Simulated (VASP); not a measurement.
# Ag (Fm-3m) in VASP: a series of runs

Runs on Ag. Level: LDA. Tasks: single point.

Everything below comes from runs of VASP 6.6.1. Logs are shortened: lines on timing, memory, paths and dates and some standing lists are left out, and cuts for length are marked.

## 1. The cell of the first run

It takes space group Fm-3m (No. 225, cubic). The conventional cell has a = 4.000 Å, b = 4.000 Å, c = 4.000 Å, α = 90.00°, β = 90.00°, γ = 90.00°. Within 3.7 Å of Ag (site symmetry m-3m) lie 12 Ag at 2.83 Å.

## 2. Single point, LDA

Contents of INCAR:

```
PREC = Accurate
ENCUT = 520
EDIFF = 1E-7
ISMEAR = -1
SIGMA = 0.05
LREAL = F
LASPH = T
NELM = 100
ALGO = Normal
ISIF = 2
LWAVE = F
LCHARG = F
GGA = CA
NBANDS = 12
```

Contents of KPOINTS:

```
regular mesh
0
Gamma
  14 14 14
```

Contents of POSCAR:

```
Ag
1.0
    0.0000000000      2.0002229178      2.0002229178
    2.0002229178      0.0000000000      2.0002229178
    2.0002229178      2.0002229178      0.0000000000
Ag
1
Direct
    0.0000000000      0.0000000000      0.0000000000
```

Potentials or basis: VASP PAW LDA potentials, release 64 (Ag).

On the command line:

```console
cat potpaw_LDA.64/Ag/POTCAR > POTCAR
mpirun -np 1 vasp_std > vasp.out
```

OUTCAR:

```text
PREC = Accurate
   ENCUT = 520
   EDIFF = 1E-7
   ISMEAR = -1
   LREAL = F
   LASPH = T
   NELM = 100
   ISIF = 2
   GGA = CA

 ion  position               nearest neighbor table
   1  0.000  0.000  0.000-

  LATTYP: Found a face centered cubic cell.
 ALAT       =     4.0004458356

  Lattice vectors:

 A1 = (   0.0000000000,   2.0002229178,   2.0002229178)
 A2 = (   2.0002229178,   0.0000000000,   2.0002229178)
 A3 = (   2.0002229178,   2.0002229178,   0.0000000000)

Analysis of symmetry for initial positions (statically):
=====================================================================
 Subroutine PRICEL returns:
 Original cell was already a primitive cell.

 Routine SETGRP: Setting up the symmetry group for a
 face centered cubic supercell.

 Subroutine GETGRP returns: Found 48 space group operations
 (whereof 48 operations were pure point group operations)
 out of a pool of 48 trial point group operations.

The static configuration has the point symmetry O_h .

Analysis of symmetry for dynamics (positions and initial velocities):
=====================================================================
 Subroutine PRICEL returns:
 Original cell was already a primitive cell.

 Routine SETGRP: Setting up the symmetry group for a
 face centered cubic supercell.

 Subroutine GETGRP returns: Found 48 space group operations
 (whereof 48 operations were pure point group operations)
 out of a pool of 48 trial point group operations.

The dynamic configuration has the point symmetry O_h .

 Subroutine INISYM returns: Found 48 space group operations
 (whereof 48 operations are pure point group operations),
 and found     1 'primitive' translations

----------------------------------------------------------------------------------------

                                     Primitive cell

  volume of cell :      16.0054

  direct lattice vectors                    reciprocal lattice vectors
     0.000000000  2.000222918  2.000222918    -0.249972138  0.249972138  0.249972138
     2.000222918  0.000000000  2.000222918     0.249972138 -0.249972138  0.249972138
     2.000222918  2.000222918  0.000000000     0.249972138  0.249972138 -0.249972138

  length of vectors
     2.828742378  2.828742378  2.828742378     0.432964444  0.432964444  0.432964444

  position of ions in fractional coordinates (direct lattice)
     0.000000000  0.000000000  0.000000000

  ion indices of the primitive-cell ions
   primitive index   ion index
                 1           1

----------------------------------------------------------------------------------------

 KPOINTS: regular mesh

Automatic generation of k-mesh.
 Grid dimensions read from file:
 generate k-points for:   14   14   14

 Generating k-lattice:

  Cartesian coordinates                     Fractional coordinates (reciprocal lattice)
    -0.017855153  0.017855153  0.017855153     0.071428571  0.000000000  0.000000000
     0.017855153 -0.017855153  0.017855153     0.000000000  0.071428571  0.000000000
     0.017855153  0.017855153 -0.017855153     0.000000000  0.000000000  0.071428571

  Length of vectors
     0.030926032  0.030926032  0.030926032

  Shift w.r.t. Gamma in fractional coordinates (k-lattice)
     0.000000000  0.000000000  0.000000000

 Subroutine IBZKPT returns following result:
 ===========================================

 Found    104 irreducible k-points:

 Following reciprocal coordinates:
            Coordinates               Weight
  0.000000  0.000000  0.000000      1.000000
  0.071429  0.000000  0.000000      8.000000
  0.142857  0.000000  0.000000      8.000000
  0.214286  0.000000  0.000000      8.000000
  0.285714  0.000000  0.000000      8.000000
  0.357143  0.000000  0.000000      8.000000
[... 16 lines left out ...]
  0.214286  0.142857  0.000000     24.000000
  0.285714  0.142857  0.000000     24.000000
 [... further k-points ...]
   k-points           NKPTS =    104   k-points in BZ     NKDIM =    104   number of bands    NBANDS=     12
   number of dos      NEDOS =    301   number of ions     NIONS =      1
   total plane-waves  NPLWV =  13824
   dimension x,y,z NGX =    24 NGY =   24 NGZ =   24
   dimension x,y,z NGXF=    48 NGYF=   48 NGZF=   48
   ions per type =               1
   NGX,Y,Z   is equivalent  to a cutoff of  14.10, 14.10, 14.10 a.u.
   NGXF,Y,Z  is equivalent  to a cutoff of  28.21, 28.21, 28.21 a.u.
 SYSTEM =  unknown system
   PREC   = accura    normal or accurate (medium, high low for compatibility)
   ISTART =      0    job   : 0-new  1-cont  2-samecut
   ICHARG =      2    charge: 1-file 2-atom 10-const
   ISPIN  =      1    spin polarized calculation?
   LNONCOLLINEAR =      F non collinear calculations
   LSORBIT =      F    spin-orbit coupling
   LASPH  =      T    aspherical Exc in radial PAW
   ENCUT  =  520.0 eV  38.22 Ry    6.18 a.u.   5.26  5.26  5.26*2*pi/ulx,y,z
   NELM   =    100;   NELMIN=  2; NELMDL= -5     # of ELM steps
   EDIFF  = 0.1E-06   stopping-criterion for ELM
   LREAL  =      F    real-space projection
   EDIFFG = 0.1E-05   stopping-criterion for IOM
   NSW    =      0    number of steps for IOM
   IBRION =     -1    ionic relax: 0-MD 1-quasi-New 2-CG
   NFREE  =      0    steps in history (QN), initial steepest desc. (CG)
   ISIF   =      2    stress and relaxation
   ISYM   =      2    0-nonsym 1-usesym 2-fastsym
   POTIM  = 0.5000    time-step for ionic-motion
   TEBEG  =    0.0;   TEEND  =   0.0 temperature during run
   PSTRESS=    0.0 pullay stress
   NELECT =      11.0000    total number of electrons
   NUPDOWN=      -1.0000    fix difference up-down
   EMIN   =  10.00;   EMAX   =-10.00  energy-range for DOS
   EFERMI =   0.00;   METHOD = LEGACY
   ISMEAR =    -1;   SIGMA  =   0.05  broadening in eV -4-tet -1-fermi 0-gaus
   EFERMI_NEDOS =   21; number of points for ismear=-14 and -15
   IALGO  =     38    algorithm
   IMIX   =      4    mixing-type and parameters
     AMIX     =   0.40;   BMIX     =  1.00
     AMIX_MAG =   1.60;   BMIX_MAG =  1.00
  volume/ion in A,a.u.               =      16.01       108.01
  Fermi-wavevector in a.u.,A,eV,Ry     =   1.444721  2.730127 28.398337  2.087219
  Thomas-Fermi vector in A             =   2.562984
   LORBIT       =      0    0 simple, 1 ext, 2 COOP (PROOUT), +10 PAW based schemes
   GGA     = CA    functional components
   LHFCALC =     F    Hartree Fock is set to
   AEXX    =    0.0000 exact exchange contribution
   IVDW    =     0    specifies the selected vdW correction
   LEPSILON=     F    determine dielectric tensor
   LRPA    =     F    only Hartree local field effects (RPA)
 non-spin polarized calculation
  energy-cutoff  :      520.00
  volume of cell :       16.01
 maximum number of plane-waves:       444
 NGX is ok and might be reduce to    24
   NGX = 11   NGY = 11   NGZ = 11

 number of electron      11.0000002 magnetization

 Free energy of the ion-electron system (eV)
  ---------------------------------------------------
  ext. energy  EPLUGINS =         0.00000000
  ---------------------------------------------------
  free energy    TOTEN  =        -3.78288743 eV

  energy without entropy =       -3.78125806  energy(sigma->0) =       -3.78207274

 E-fermi :   8.9981     XC(G=0): -12.9597

 val. band max:        8.8589134489   @ k =   0.5000   0.2857   0.1429
 cond. band min:       9.0827591063   @ k =   0.5000   0.2143   0.0714
 fundamental gap:      0.2238456575
 Fermi energy:         8.9981288992

 k-point     1 :       0.0000    0.0000    0.0000
  band No.  band energies     occupation
      1       0.7630      2.00000
      2       4.0528      2.00000
      3       4.0528      2.00000
      4       4.0528      2.00000
      5       5.2316      2.00000
      6       5.2316      2.00000
      7      25.2062      0.00000
      8      29.0907      0.00000
      9      29.0907      0.00000
     10      29.0907      0.00000
     11      34.2721      0.00000
     12      35.7007      0.00000

 k-point     2 :       0.0714    0.0000    0.0000
  band No.  band energies     occupation
      1       0.9306      2.00000
      2       4.0108      2.00000
      3       4.1017      2.00000
      4       4.1017      2.00000
      5       5.2124      2.00000
      6       5.2124      2.00000
      7      25.2690      0.00000
      8      27.8461      0.00000
      9      29.1939      0.00000
     10      29.1939      0.00000
     11      34.2816      0.00000
     12      35.4203      0.00000

 k-point     3 :       0.1429    0.0000    0.0000
  band No.  band energies     occupation
      1       1.3994      2.00000
      2       3.9327      2.00000
      3       4.2147      2.00000
      4       4.2147      2.00000
      5       5.1894      2.00000
      6       5.1894      2.00000
      7      24.5754      0.00000
      8      26.3204      0.00000
      9      29.4326      0.00000
     10      29.4326      0.00000
     11      32.9990      0.00000
     12      34.5414      0.00000
[... 286 lines left out ...]
 k-point    23 :       0.2143    0.1429    0.0000
  band No.  band energies     occupation
      1       2.1062      2.00000
      2       3.5515      2.00000
      3       4.4734      2.00000
      4       4.5479      2.00000
      5       4.9668      2.00000
      6       5.4799      2.00000
      7      24.3201      0.00000
      8      26.0768      0.00000
      9      26.4338      0.00000
     10      27.9895      0.00000
     11      31.8052      0.00000
     12      35.0976      0.00000

 k-point    24 :       0.2857    0.1429    0.0000
  band No.  band energies     occupation
      1       2.6032      2.00000
      2       3.5622      2.00000
      3       4.3104      2.00000
      4       4.6075      2.00000
      5       5.5215      2.00000
      6       5.6643      2.00000
      7      21.5348      0.00000
      8      25.7780      0.00000
      9      25.7848      0.00000
     10      28.1346      0.00000
     11      31.6978      0.00000
     12      34.9506      0.00000

 [... further k-points ...]
[... 5 lines left out ...]
  --------------------------------------------------------------------------------------
  -------------------------------------------------------------------------------------
  Total        0.0155055      0.0155055      0.0155055     -0.0000000     -0.0000000      0.0000000
  in kB        1.5521453      1.5521453      1.5521453     -0.0000000     -0.0000000      0.0000000
  external PRESSURE =       1.5521453 kB  Pullay stress =       0.0000000 kB

 VOLUME and BASIS-vectors are now :
 -----------------------------------------------------------------------------
  energy-cutoff  :      520.00
  volume of cell :       16.01
      direct lattice vectors                 reciprocal lattice vectors
     0.000000000  2.000222918  2.000222918    -0.249972138  0.249972138  0.249972138
     2.000222918  0.000000000  2.000222918     0.249972138 -0.249972138  0.249972138
     2.000222918  2.000222918  0.000000000     0.249972138  0.249972138 -0.249972138

 POSITION                                       TOTAL-FORCE (eV/Angst)
 -----------------------------------------------------------------------------------
      0.00000      0.00000      0.00000         0.000000      0.000000      0.000000
 -----------------------------------------------------------------------------------
    total drift:                               -0.000000     -0.000000      0.000000

  FREE ENERGIE OF THE ION-ELECTRON SYSTEM (eV)
  ---------------------------------------------------
  free  energy   TOTEN  =        -3.7828874282 eV

  energy  without entropy=       -3.7812580606  energy(sigma->0) =       -3.78207274
```

It used 14 s of CPU time on 1 thread of AMD EPYC 7R13 Processor (Zen 3), on a shared host.

Results:

```
Free energy : -3.7829 eV
Pressure    : 0.2 GPa
```

## 3. Single point, LDA

Contents of INCAR:

```
PREC = Accurate ; ENCUT = 520
EDIFF = 1E-6 ; ISMEAR = -1
SIGMA = 0.05 ; LREAL = F
LASPH = T ; NELM = 60
ALGO = Normal ; ISIF = 2
LWAVE = F ; LCHARG = F
NBANDS = 12
```

KPOINTS is that of step 2.

Contents of POSCAR:

```
Ag
1.0
    0.0000000000      2.0003109152      2.0003109152
    2.0003109152      0.0000000000      2.0003109152
    2.0003109152      2.0003109152      0.0000000000
Ag
1
Direct
    0.0000000000      0.0000000000      0.0000000000
```

Potentials or basis: VASP PAW LDA potentials, release 64 (Ag).

On the command line:

```console
cat potpaw_LDA.64/Ag/POTCAR > POTCAR
mpirun -np 1 vasp_std > vasp.out
```

OUTCAR:

```text
PREC = Accurate
   ENCUT = 520
   EDIFF = 1E-6
   ISMEAR = -1
   LREAL = F
   LASPH = T
   NELM = 60
   ISIF = 2

 ion  position               nearest neighbor table
   1  0.000  0.000  0.000-

  LATTYP: Found a face centered cubic cell.
 ALAT       =     4.0006218304

  Lattice vectors:

 A1 = (   0.0000000000,   2.0003109152,   2.0003109152)
 A2 = (   2.0003109152,   0.0000000000,   2.0003109152)
 A3 = (   2.0003109152,   2.0003109152,   0.0000000000)

Analysis of symmetry for initial positions (statically):
[... 528 lines left out ...]
      4       4.6059      2.00000
      5       5.5198      2.00000
      6       5.6625      2.00000
      7      21.5317      0.00000
      8      25.7753      0.00000
      9      25.7814      0.00000
     10      28.1313      0.00000
     11      31.6937      0.00000
     12      34.9470      0.00000

 [... further k-points ...]
[... 5 lines left out ...]
  --------------------------------------------------------------------------------------
  -------------------------------------------------------------------------------------
  Total        0.0136856      0.0136856      0.0136856      0.0000000      0.0000000      0.0000000
  in kB        1.3697882      1.3697882      1.3697882      0.0000000      0.0000000      0.0000000
  external PRESSURE =       1.3697882 kB  Pullay stress =       0.0000000 kB

 VOLUME and BASIS-vectors are now :
 -----------------------------------------------------------------------------
  energy-cutoff  :      520.00
  volume of cell :       16.01
      direct lattice vectors                 reciprocal lattice vectors
     0.000000000  2.000310915  2.000310915    -0.249961142  0.249961142  0.249961142
     2.000310915  0.000000000  2.000310915     0.249961142 -0.249961142  0.249961142
     2.000310915  2.000310915  0.000000000     0.249961142  0.249961142 -0.249961142

 POSITION                                       TOTAL-FORCE (eV/Angst)
 -----------------------------------------------------------------------------------
      0.00000      0.00000      0.00000         0.000000     -0.000000      0.000000
 -----------------------------------------------------------------------------------
    total drift:                               -0.000000     -0.000000     -0.000000

  FREE ENERGIE OF THE ION-ELECTRON SYSTEM (eV)
  ---------------------------------------------------
  free  energy   TOTEN  =        -3.7828894209 eV

  energy  without entropy=       -3.7812593597  energy(sigma->0) =       -3.78207439
```

It took 21 s on 1 thread of AMD EPYC 7R13 (Zen 3), shared host; peak memory 0.11 GiB.

Results:

- Free energy: -3.7829 eV
- Pressure: 0.1 GPa

## 4. Single point, LDA

Edit INCAR of step 3 so:

```diff
@@ -6,2 +6,2 @@
 LWAVE = F ; LCHARG = F
-NBANDS = 12
+GGA = CA ; NBANDS = 12
```

KPOINTS is that of step 3.

Contents of POSCAR:

```
Ag
1.0
    0.0000000000      2.0002229576      2.0002229576
    2.0002229576      0.0000000000      2.0002229576
    2.0002229576      2.0002229576      0.0000000000
Ag
1
Direct
    0.0000000000      0.0000000000      0.0000000000
```

Potentials or basis: VASP PAW LDA potentials, release 64 (Ag).

On the command line:

```console
cat potpaw_LDA.64/Ag/POTCAR > POTCAR
mpirun -np 1 vasp_std > vasp.out
```

OUTCAR:

```text
PREC = Accurate
   ENCUT = 520
   EDIFF = 1E-6
   ISMEAR = -1
   LREAL = F
   LASPH = T
   NELM = 60
   ISIF = 2
   GGA = CA

 ion  position               nearest neighbor table
   1  0.000  0.000  0.000-

  LATTYP: Found a face centered cubic cell.
 ALAT       =     4.0004459152

  Lattice vectors:

 A1 = (   0.0000000000,   2.0002229576,   2.0002229576)
 A2 = (   2.0002229576,   0.0000000000,   2.0002229576)
 A3 = (   2.0002229576,   2.0002229576,   0.0000000000)

Analysis of symmetry for initial positions (statically):
[... 528 lines left out ...]
      4       4.6075      2.00000
      5       5.5215      2.00000
      6       5.6643      2.00000
      7      21.5348      0.00000
      8      25.7780      0.00000
      9      25.7848      0.00000
     10      28.1346      0.00000
     11      31.6978      0.00000
     12      34.9506      0.00000

 [... further k-points ...]
[... 5 lines left out ...]
  --------------------------------------------------------------------------------------
  -------------------------------------------------------------------------------------
  Total        0.0155047      0.0155047      0.0155047     -0.0000000      0.0000000     -0.0000000
  in kB        1.5520599      1.5520599      1.5520599     -0.0000000      0.0000000     -0.0000000
  external PRESSURE =       1.5520599 kB  Pullay stress =       0.0000000 kB

 VOLUME and BASIS-vectors are now :
 -----------------------------------------------------------------------------
  energy-cutoff  :      520.00
  volume of cell :       16.01
      direct lattice vectors                 reciprocal lattice vectors
     0.000000000  2.000222958  2.000222958    -0.249972133  0.249972133  0.249972133
     2.000222958  0.000000000  2.000222958     0.249972133 -0.249972133  0.249972133
     2.000222958  2.000222958  0.000000000     0.249972133  0.249972133 -0.249972133

 POSITION                                       TOTAL-FORCE (eV/Angst)
 -----------------------------------------------------------------------------------
      0.00000      0.00000      0.00000         0.000000     -0.000000     -0.000000
 -----------------------------------------------------------------------------------
    total drift:                                0.000000      0.000000     -0.000000

  FREE ENERGIE OF THE ION-ELECTRON SYSTEM (eV)
  ---------------------------------------------------
  free  energy   TOTEN  =        -3.7828874296 eV

  energy  without entropy=       -3.7812580617  energy(sigma->0) =       -3.78207275
```

OSZICAR:

```text
N       E                     dE             d eps       ncg     rms          rms(c)
DAV:   1     0.516051806273E+02    0.51605E+02   -0.56198E+03  2520   0.841E+02
DAV:   2    -0.325294469194E+01   -0.54858E+02   -0.51917E+02  2932   0.195E+02
DAV:   3    -0.411195206093E+01   -0.85901E+00   -0.85806E+00  2900   0.256E+01
DAV:   4    -0.411460002895E+01   -0.26480E-02   -0.26478E-02  2920   0.152E+00
DAV:   5    -0.411461946617E+01   -0.19437E-04   -0.19438E-04  2920   0.114E-01    0.650E+00
DAV:   6    -0.380165123641E+01    0.31297E+00   -0.12028E+00  2712   0.981E+00    0.396E+00
DAV:   7    -0.378800897633E+01    0.13642E-01   -0.12340E-02  2864   0.101E+00    0.216E+00
DAV:   8    -0.378287503769E+01    0.51339E-02   -0.99226E-04  2808   0.265E-01    0.982E-02
DAV:   9    -0.378288871999E+01   -0.13682E-04   -0.73098E-06  2944   0.201E-02    0.189E-02
DAV:  10    -0.378288746051E+01    0.12595E-05   -0.20887E-06  2860   0.108E-02    0.406E-03
DAV:  11    -0.378288742958E+01    0.30933E-07   -0.45108E-08  1532   0.168E-03
   1 F= -.37828874E+01 E0= -.37820727E+01  d E =-.162937E-02
```

stdout:

```text
POSCAR found type information on POSCAR Ag
 POSCAR found :  1 types and       1 ions
 scaLAPACK will be used
 LDA part: xc-table for (Slater(with rela. corr.)+CA(PZ))
 , standard interpolation
 POSCAR, INCAR and KPOINTS ok, starting setup
 FFT: planning ... GRIDC
 FFT: planning ... GRID_SOFT
 FFT: planning ... GRID
 WAVECAR not read
 entering main loop
```

It used 14 s of CPU time on 1 thread of AMD EPYC 7R13 Processor (Zen 3), with other jobs on the host.

What came out:

```yaml
Free_energy: -3.7829 eV
Pressure: 0.2 GPa
```
